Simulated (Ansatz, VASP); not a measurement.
Given: the input of a run of Ansatz 0.2.0 on Ga.

input.yaml

```yaml
crystal:
  lattice:
    - [2.71648, 0.0, 0.0]
    - [0.0, 2.71648, 0.0]
    - [0.0, 0.0, 2.71648]
  atoms:
    - { symbol: Ga, position: [0.0, 0.0, 0.0] }
hamiltonian:
  xc: pbe
  pseudopotentials: { kind: paw }
  dispersion: d4
kpoints:
  mp_grid: { grid: [10, 10, 10] }
scf:
  occupations: { method: fermi_dirac, width: 0.05 }
output:
  forces: true
  stress: true
  eigenvalues: true
relax:
  f_tol: 0.01
  max_steps: 40
  cell: { stress_tol: 0.05 }
```

Potentials or basis: Ansatz PAW.

Run with:

```sh
$ ansatz run input.yaml --threads 2 --pin off --max-ram 5632MiB --backend cpu --events-out ev --progress --plain --runs-dir out
```

Q: Translate it to VASP 6.6.1. Potentials there: VASP PAW PBE potentials, release 64 (Ga_d).

A: As run (the cutoff follows the program's own potentials):

INCAR

```
SYSTEM = Ga
PREC = Accurate ; ENCUT = 600
EDIFF = 1E-6 ; ISMEAR = -1
SIGMA = 0.05 ; LREAL = .False.
LASPH = .True. ; NELM = 80
ALGO = Normal ; ISIF = 3
LWAVE = .False. ; LCHARG = .False.
GGA = PE ; IVDW = 13
IBRION = 2 ; NSW = 60
EDIFFG = -0.01
```

KPOINTS

```
Automatic mesh
0
Gamma
  10 10 10
  0 0 0
```

POSCAR

```
Ga
1.0
    2.7164800000      0.0000000000      0.0000000000
    0.0000000000      2.7164800000      0.0000000000
    0.0000000000      0.0000000000      2.7164800000
Ga
1
Direct
    0.0000000000      0.0000000000      0.0000000000
```

Potentials or basis: VASP PAW PBE potentials, release 64 (Ga_d).

Launch:

```bash
$ cat potpaw_PBE.64/Ga_d/POTCAR > POTCAR
$ mpirun -np 1 vasp_std > vasp.out
```

Both were run:

|  | VASP | Ansatz | Ansatz less VASP |
| --- | --- | --- | --- |
| gap on the k mesh at the Fermi level, each at its own relaxed structure (eV) | none | none | - |
| relaxed volume (Å³/atom) | 18.70 | 18.65 | -0.041 |
| relaxed length of the cell vector where the two differ most in proportion (Å) | 2.654 | 2.652 | -0.0020 |

A gap of «none» marks a metal or a gap that the smearing closes.

Noted on Ansatz's run: the plane-wave basis is chosen anew once the cell has moved, so the energies of steps on either side of that aren't comparable.
